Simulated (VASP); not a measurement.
# Ir3F in VASP: a series of runs

Ir3F is run at these levels: PBE; tasks: single point.

Program: VASP 6.6.1. These are calculated values, not measurements. Logs are shortened: lines on timing, memory, paths and dates and some standing lists are left out, and cuts for length are marked.

## 1. The cell of the first run

The cell holds a slab with vacuum, 4 atoms: a = 2.737 Å, b = 2.737 Å, c = 19.843 Å, α = 90.00°, β = 90.00°, γ = 120.00°.

## 2. Single point, PBE

Contents of INCAR:

```
ALGO     = Normal         # electronic algorithm
DIPOL    = 0.5 0.5 0.361
EDIFF    = 1E-6           # SCF threshold, eV
ENCUT    = 520            # plane-wave cutoff, eV
GGA      = PE             # functional
GGA_COMPAT= False        
IDIPOL   = 3            
ISIF     = 2              # what is computed and relaxed
ISMEAR   = 0              # smearing method
LASPH    = True           # aspherical terms in the spheres
LCHARG   = False          # write CHGCAR
LDIPOL   = True         
LREAL    = False          # projectors in reciprocal space
LWAVE    = False          # write WAVECAR
NBANDS   = 37             # bands
NELM     = 120            # most SCF steps
NELMDL   = -8           
PREC     = Accurate       # precision mode
SIGMA    = 0.1            # smearing width, eV
```

Contents of KPOINTS:

```
k-points
0
Gamma
  12 12 1
```

Contents of POSCAR:

```
Ir3F
1.0
    2.7367600872      0.0000000000      0.0000000000
   -1.3683800436      2.3701037596      0.0000000000
    0.0000000000      0.0000000000     19.8425800730
Ir F
3 1
Direct
    0.6666666667      0.3333333333      0.2015866881
    0.3333333333      0.6666666667      0.3110139949
    0.0000000000      0.0000000000      0.4204382718
    0.0000000000      0.3333333333      0.5093204895
```

Potentials or basis: VASP PAW PBE potentials, release 64 (Ir_sv_GW, F).

On the command line:

```sh
cat potpaw_PBE.64/Ir_sv_GW/POTCAR potpaw_PBE.64/F/POTCAR > POTCAR
mpirun -np 1 vasp_std > vasp.out
```

OUTCAR:

```text
EDIFF = 1E-6
   ENCUT = 520
   GGA = PE
   ISIF = 2
   ISMEAR = 0
   LASPH = True
   LREAL = False
   NELM = 120
   NELMDL = -8
   PREC = Accurate

 ion  position               nearest neighbor table
   1  0.667  0.333  0.202-   2 2.69   2 2.69   2 2.69
   2  0.333  0.667  0.311-   3 2.69   3 2.69   3 2.69   1 2.69   1 2.69   1 2.69
   3  0.000  0.000  0.420-   4 1.99   4 2.54   2 2.69   2 2.69   2 2.69
   4  0.000  0.333  0.509-   3 1.99   3 2.54

  LATTYP: Found a hexagonal cell.
 ALAT       =     2.7367600872
 C/A-ratio  =     7.2503907689

  Lattice vectors:

 A1 = (   2.7367600872,   0.0000000000,   0.0000000000)
 A2 = (  -1.3683800436,   2.3701037596,   0.0000000000)
 A3 = (   0.0000000000,   0.0000000000,  19.8425800730)

Analysis of symmetry for initial positions (statically):
=====================================================================
 Subroutine PRICEL returns:
 Original cell was already a primitive cell.

 Routine SETGRP: Setting up the symmetry group for a
 hexagonal supercell.

 Subroutine GETGRP returns: Found  1 space group operations
 (whereof  1 operations were pure point group operations)
 out of a pool of 24 trial point group operations.

The static configuration has the point symmetry C_1 .

Analysis of symmetry for dynamics (positions and initial velocities):
=====================================================================
 Subroutine PRICEL returns:
 Original cell was already a primitive cell.

 Routine SETGRP: Setting up the symmetry group for a
 hexagonal supercell.

 Subroutine GETGRP returns: Found  1 space group operations
 (whereof  1 operations were pure point group operations)
 out of a pool of 24 trial point group operations.

The dynamic configuration has the point symmetry C_1 .

 Subroutine INISYM returns: Found  1 space group operations
 (whereof  1 operations are pure point group operations),
 and found     1 'primitive' translations

----------------------------------------------------------------------------------------

                                     Primitive cell

  volume of cell :     128.7070

  direct lattice vectors                    reciprocal lattice vectors
     2.736760087  0.000000000  0.000000000     0.365395566  0.210961228  0.000000000
    -1.368380044  2.370103760  0.000000000     0.000000000  0.421922456  0.000000000
     0.000000000  0.000000000 19.842580073     0.000000000  0.000000000  0.050396672

  length of vectors
     2.736760087  2.736760087 19.842580073     0.421922456  0.421922456  0.050396672

  position of ions in fractional coordinates (direct lattice)
     0.666666667  0.333333333  0.201586688
     0.333333333  0.666666667  0.311013995
     0.000000000  0.000000000  0.420438272
     0.000000000  0.333333333  0.509320489

  ion indices of the primitive-cell ions
   primitive index   ion index
                 1           1
                 2           2
                 3           3
                 4           4

----------------------------------------------------------------------------------------

 KPOINTS: k-points

Automatic generation of k-mesh.
 Grid dimensions read from file:
 generate k-points for:   12   12    1

 Generating k-lattice:

  Cartesian coordinates                     Fractional coordinates (reciprocal lattice)
     0.030449630  0.017580102  0.000000000     0.083333333  0.000000000  0.000000000
     0.000000000  0.035160205  0.000000000     0.000000000  0.083333333  0.000000000
     0.000000000  0.000000000  0.050396672     0.000000000  0.000000000  1.000000000

  Length of vectors
     0.035160205  0.035160205  0.050396672

  Shift w.r.t. Gamma in fractional coordinates (k-lattice)
     0.000000000  0.000000000  0.000000000

 Subroutine IBZKPT returns following result:
 ===========================================

 Found     74 irreducible k-points:

 Following reciprocal coordinates:
            Coordinates               Weight
  0.000000  0.000000  0.000000      1.000000
  0.083333 -0.000000  0.000000      2.000000
  0.000000  0.083333  0.000000      2.000000
 -0.083333  0.083333  0.000000      2.000000
  0.166667 -0.000000  0.000000      2.000000
  0.000000  0.166667  0.000000      2.000000
[... 16 lines left out ...]
  0.166667  0.083333  0.000000      2.000000
 -0.083333  0.250000  0.000000      2.000000
 [... further k-points ...]
   k-points           NKPTS =     74   k-points in BZ     NKDIM =     74   number of bands    NBANDS=     37
   number of dos      NEDOS =    301   number of ions     NIONS =      4
   total plane-waves  NPLWV =  60000
   dimension x,y,z NGX =    20 NGY =   20 NGZ =  150
   dimension x,y,z NGXF=    40 NGYF=   40 NGZF=  300
   ions per type =               3   1
   NGX,Y,Z   is equivalent  to a cutoff of  12.15, 12.15, 12.57 a.u.
   NGXF,Y,Z  is equivalent  to a cutoff of  24.30, 24.30, 25.13 a.u.
 SYSTEM =  unknown system
   PREC   = accura    normal or accurate (medium, high low for compatibility)
   ISTART =      0    job   : 0-new  1-cont  2-samecut
   ICHARG =      2    charge: 1-file 2-atom 10-const
   ISPIN  =      1    spin polarized calculation?
   LNONCOLLINEAR =      F non collinear calculations
   LSORBIT =      F    spin-orbit coupling
   LASPH  =      T    aspherical Exc in radial PAW
   ENCUT  =  520.0 eV  38.22 Ry    6.18 a.u.   5.09  5.09 36.89*2*pi/ulx,y,z
   NELM   =    120;   NELMIN=  2; NELMDL= -8     # of ELM steps
   EDIFF  = 0.1E-05   stopping-criterion for ELM
   LREAL  =      F    real-space projection
   EDIFFG = 0.1E-04   stopping-criterion for IOM
   NSW    =      0    number of steps for IOM
   IBRION =     -1    ionic relax: 0-MD 1-quasi-New 2-CG
   NFREE  =      0    steps in history (QN), initial steepest desc. (CG)
   ISIF   =      2    stress and relaxation
   ISYM   =      2    0-nonsym 1-usesym 2-fastsym
   POTIM  = 0.5000    time-step for ionic-motion
   TEBEG  =    0.0;   TEEND  =   0.0 temperature during run
   PSTRESS=    0.0 pullay stress
   NELECT =      58.0000    total number of electrons
   NUPDOWN=      -1.0000    fix difference up-down
   EMIN   =  10.00;   EMAX   =-10.00  energy-range for DOS
   EFERMI =   0.00;   METHOD = LEGACY
   ISMEAR =     0;   SIGMA  =   0.10  broadening in eV -4-tet -1-fermi 0-gaus
   EFERMI_NEDOS =   21; number of points for ismear=-14 and -15
   IALGO  =     38    algorithm
   IMIX   =      4    mixing-type and parameters
     AMIX     =   0.40;   BMIX     =  1.00
     AMIX_MAG =   1.60;   BMIX_MAG =  1.00
  volume/ion in A,a.u.               =      32.18       217.14
  Fermi-wavevector in a.u.,A,eV,Ry     =   1.255115  2.371823 21.433434  1.575313
  Thomas-Fermi vector in A             =   2.388887
   LORBIT       =      0    0 simple, 1 ext, 2 COOP (PROOUT), +10 PAW based schemes
   GGA     = PE    functional components
   LHFCALC =     F    Hartree Fock is set to
   AEXX    =    0.0000 exact exchange contribution
   IVDW    =     0    specifies the selected vdW correction
   LEPSILON=     F    determine dielectric tensor
   LRPA    =     F    only Hartree local field effects (RPA)
 non-spin polarized calculation
 Gauss-broadening in eV      SIGMA  =   0.10
  energy-cutoff  :      520.00
  volume of cell :      128.71
 maximum number of plane-waves:      3499
   NGX = 11   NGY = 11   NGZ = 73

 dipolmoment           0.000000      0.000000     -0.605273 electrons x Angstroem

 number of electron      57.9999999 magnetization

 dipolmoment           0.000000      0.000000      0.114057 electrons x Angstroem

 Free energy of the ion-electron system (eV)
  ---------------------------------------------------
  ext. energy  EPLUGINS =         0.00000000
  ---------------------------------------------------
  free energy    TOTEN  =       -30.02653635 eV

  energy without entropy =      -30.00598342  energy(sigma->0) =      -30.01625988

 E-fermi :  -0.0117     XC(G=0):  -6.4465

 val. band max:       -0.0199965399   @ k =   0.5000  -0.1667   0.0000
 cond. band min:       0.0013057592   @ k =   0.2500   0.1667   0.0000
 fundamental gap:      0.0213022991
 Fermi energy:        -0.0117101797

 k-point     1 :       0.0000    0.0000    0.0000
  band No.  band energies     occupation
      1     -93.2086      2.00000
      2     -92.9304      2.00000
      3     -92.4350      2.00000
      4     -50.2794      2.00000
      5     -49.8299      2.00000
      6     -49.7273      2.00000
[... 29 lines left out ...]
     36       5.3121      0.00000
     37       7.3602      0.00000

 k-point     2 :       0.0833   -0.0000    0.0000
  band No.  band energies     occupation
      1     -93.2057      2.00000
      2     -92.9278      2.00000
      3     -92.4323      2.00000
      4     -50.2693      2.00000
      5     -49.8431      2.00000
      6     -49.7534      2.00000
[... 29 lines left out ...]
     36       5.5757      0.00000
     37       7.5575      0.00000

 k-point     3 :       0.0000    0.0833    0.0000
  band No.  band energies     occupation
      1     -93.2057      2.00000
      2     -92.9278      2.00000
      3     -92.4323      2.00000
      4     -50.2697      2.00000
      5     -49.8452      2.00000
      6     -49.7520      2.00000
[... 29 lines left out ...]
     36       5.5731      0.00000
     37       7.5556      0.00000

 k-point     4 :      -0.0833    0.0833    0.0000
  band No.  band energies     occupation
      1     -93.2057      2.00000
      2     -92.9278      2.00000
      3     -92.4323      2.00000
      4     -50.2694      2.00000
      5     -49.8455      2.00000
      6     -49.7402      2.00000
[... 29 lines left out ...]
     36       5.5619      0.00000
     37       7.5548      0.00000
[... 683 lines left out ...]
      1     -93.2007      2.00000
      2     -92.9231      2.00000
      3     -92.4275      2.00000
      4     -50.2498      2.00000
      5     -49.8851      2.00000
      6     -49.7751      2.00000
[... 29 lines left out ...]
     36       6.0930      0.00000
     37       7.9517      0.00000

 k-point    23 :       0.1667    0.0833    0.0000
  band No.  band energies     occupation
      1     -93.1922      2.00000
      2     -92.9154      2.00000
      3     -92.4195      2.00000
      4     -50.2181      2.00000
      5     -49.9858      2.00000
      6     -49.8288      2.00000
[... 29 lines left out ...]
     36       7.1705      0.00000
     37       8.7744      0.00000

 k-point    24 :      -0.0833    0.2500    0.0000
  band No.  band energies     occupation
      1     -93.1922      2.00000
      2     -92.9153      2.00000
      3     -92.4195      2.00000
      4     -50.2212      2.00000
      5     -49.9889      2.00000
      6     -49.8260      2.00000
[... 29 lines left out ...]
     36       7.0770      0.00000
     37       8.7336      0.00000

 [... further k-points ...]

------------------------ aborting loop because EDIFF is reached ----------------------------------------

 vacuum level on the upper side and lower side of the slab       (xc-potential included)         1.044        -1.909

  FORCE on cell =-STRESS in cart. coord.  units (eV):
  Direction    XX          YY          ZZ          XY          YZ          ZX
  --------------------------------------------------------------------------------------
  -------------------------------------------------------------------------------------
  Total       -1.2283516     -1.8208034     -1.0172811      0.4976040      0.1646619     -0.1929624
  in kB      -15.2908295    -22.6658190    -12.6633706      6.1943001      2.0497523     -2.4020446
  external PRESSURE =     -16.8733397 kB  Pullay stress =       0.0000000 kB

 VOLUME and BASIS-vectors are now :
 -----------------------------------------------------------------------------
  energy-cutoff  :      520.00
  volume of cell :      128.71
      direct lattice vectors                 reciprocal lattice vectors
     2.736760087  0.000000000  0.000000000     0.365395566  0.210961228  0.000000000
    -1.368380044  2.370103760  0.000000000     0.000000000  0.421922456  0.000000000
     0.000000000  0.000000000 19.842580073     0.000000000  0.000000000  0.050396672

 POSITION                                       TOTAL-FORCE (eV/Angst)
 -----------------------------------------------------------------------------------
      1.36838      0.79003      4.00000         0.167632     -0.139644     -0.212804
     -0.00000      1.58007      6.17132        -0.098828     -0.100355      0.612851
      0.00000      0.00000      8.34258        -0.249943      0.612723     -0.478212
     -0.45613      0.79003     10.10623         0.181139     -0.372724      0.078164
 -----------------------------------------------------------------------------------
    total drift:                                0.000251     -0.000386      0.000261

  FREE ENERGIE OF THE ION-ELECTRON SYSTEM (eV)
  ---------------------------------------------------
  free  energy   TOTEN  =       -30.0265363457 eV

  energy  without entropy=      -30.0059834209  energy(sigma->0) =      -30.01625988

 vacuum level on the upper side and lower side of the slab         8.063         5.044
```

It took 9.2 min on 1 thread of Intel Xeon 6975P-C (Granite Rapids), shared host; peak memory 0.42 GiB.

What came out:

- Free energy: -30.0265 eV
- Largest force: 0.816 eV/Å
- Band gap on the k mesh: zero (bands 29 and 30 overlap by 2.21 eV)

Forces in eV/Å, atoms in the order of the input:
```
Ir   0.168 -0.140 -0.213
Ir  -0.099 -0.100  0.613
Ir  -0.250  0.613 -0.478
F    0.181 -0.373  0.078
```

Caveat: spin-orbit coupling is left out, which moves the levels of the heavy elements.

## 3. Single point, PBE

Contents of INCAR:

```
SYSTEM = Ir3F
PREC     = Accurate       ! precision mode
ENCUT    = 520            ! plane-wave cutoff, eV
EDIFF    = 1E-6           ! SCF threshold, eV
ISMEAR   = 0              ! smearing method
SIGMA    = 0.1            ! smearing width, eV
LREAL    = .False.        ! projectors in reciprocal space
LASPH    = .True.         ! aspherical terms in the spheres
NELM     = 120            ! most SCF steps
ALGO     = Normal         ! electronic algorithm
ISIF     = 2              ! what is computed and relaxed
LWAVE    = .False.        ! write WAVECAR
LCHARG   = .False.        ! write CHGCAR
LDIPOL   = .True.       
IDIPOL   = 3            
DIPOL    = 0.5 0.5 0.362
GGA      = PE             ! functional
NBANDS   = 37             ! bands
GGA_COMPAT= .False.      
NELMDL   = -8
```

Contents of KPOINTS:

```
regular mesh
0
Gamma
  12 12 1
  0 0 0
```

Changes to POSCAR since step 2:

```diff
@@ -11,2 +11,2 @@
     0.0000000000      0.0000000000      0.4204382718
-    0.0000000000      0.3333333333      0.5093204895
+    0.0000000000      0.1666666667      0.5140092906
```

Potentials or basis: VASP PAW PBE potentials, release 64 (Ir_sv_GW, F).

On the command line:

```sh
cat potpaw_PBE.64/Ir_sv_GW/POTCAR potpaw_PBE.64/F/POTCAR > POTCAR
mpirun -np 1 vasp_std > vasp.out
```

OUTCAR:

```text
SYSTEM = Ir3F
   PREC = Accurate
   ENCUT = 520
   EDIFF = 1E-6
   ISMEAR = 0
   LREAL = .False.
   LASPH = .True.
   NELM = 120
   ISIF = 2
   GGA = PE
   NELMDL = -8

 ion  position               nearest neighbor table
   1  0.667  0.333  0.202-   2 2.69   2 2.69   2 2.69
   2  0.333  0.667  0.311-   3 2.69   3 2.69   3 2.69   1 2.69   1 2.69   1 2.69
   3  0.000  0.000  0.420-   4 1.91   2 2.69   2 2.69   2 2.69
   4  0.000  0.167  0.514-   3 1.91

  LATTYP: Found a hexagonal cell.
[... 1166 lines left out ...]
  --------------------------------------------------------------------------------------
  -------------------------------------------------------------------------------------
  Total       -1.5449391     -1.7409508     -0.7387990      0.0708742     -0.4289112      0.2848771
  in kB      -19.2317901    -21.6717928     -9.1967552      0.8822598     -5.3391949      3.5462214
  external PRESSURE =     -16.7001127 kB  Pullay stress =       0.0000000 kB

 VOLUME and BASIS-vectors are now :
 -----------------------------------------------------------------------------
  energy-cutoff  :      520.00
  volume of cell :      128.71
      direct lattice vectors                 reciprocal lattice vectors
     2.736760087  0.000000000  0.000000000     0.365395566  0.210961228  0.000000000
    -1.368380044  2.370103760  0.000000000     0.000000000  0.421922456  0.000000000
     0.000000000  0.000000000 19.842580073     0.000000000  0.000000000  0.050396672

 POSITION                                       TOTAL-FORCE (eV/Angst)
 -----------------------------------------------------------------------------------
      1.36838      0.79003      4.00000         0.063784     -0.115540     -0.324429
     -0.00000      1.58007      6.17132         0.052984     -0.083724      0.720450
      0.00000      0.00000      8.34258        -0.480440      0.796935     -0.504057
     -0.22806      0.39502     10.19927         0.363673     -0.597672      0.108036
 -----------------------------------------------------------------------------------
    total drift:                               -0.000181      0.000320      0.000800

  FREE ENERGIE OF THE ION-ELECTRON SYSTEM (eV)
  ---------------------------------------------------
  free  energy   TOTEN  =       -30.3284586944 eV

  energy  without entropy=      -30.3126577016  energy(sigma->0) =      -30.32055820

 vacuum level on the upper side and lower side of the slab         8.376         5.087
```

It took 17 min on 1 thread of AMD EPYC 7R43 (Zen 3), shared host; peak memory 0.4 GiB.

Results:

| Property | Result |
| --- | --- |
| Free energy | -30.3285 eV |
| Largest force | 1.058 eV/Å |
| Band gap on the k mesh | zero (bands 29 and 30 overlap by 2.34 eV) |

Forces on the atoms (eV/Å):
```
Ir   0.064 -0.116 -0.324
Ir   0.053 -0.084  0.720
Ir  -0.480  0.797 -0.504
F    0.364 -0.598  0.108
```

Levels at points of the mesh, in eV from the Fermi level:
```tsv
k point	band 26	band 27	band 28	band 29	band 30	band 31
(0.00, 0.00, 0.00)	-2.41	-1.95	-1.17	-1.06	-0.41	-0.23
(0.50, 0.00, 0.00)	-0.69	0.48	0.80	1.14	1.26	1.56
(0.00, 0.50, 0.00)	-0.62	0.54	0.82	1.21	1.34	1.51
(0.50, 0.50, 0.00)	-0.56	0.55	0.82	0.99	1.23	1.56
```

Caveat: spin-orbit coupling is left out, which moves the levels of the heavy elements.

The gap in the log of VASP goes by the Fermi energy; the results here count the filled bands.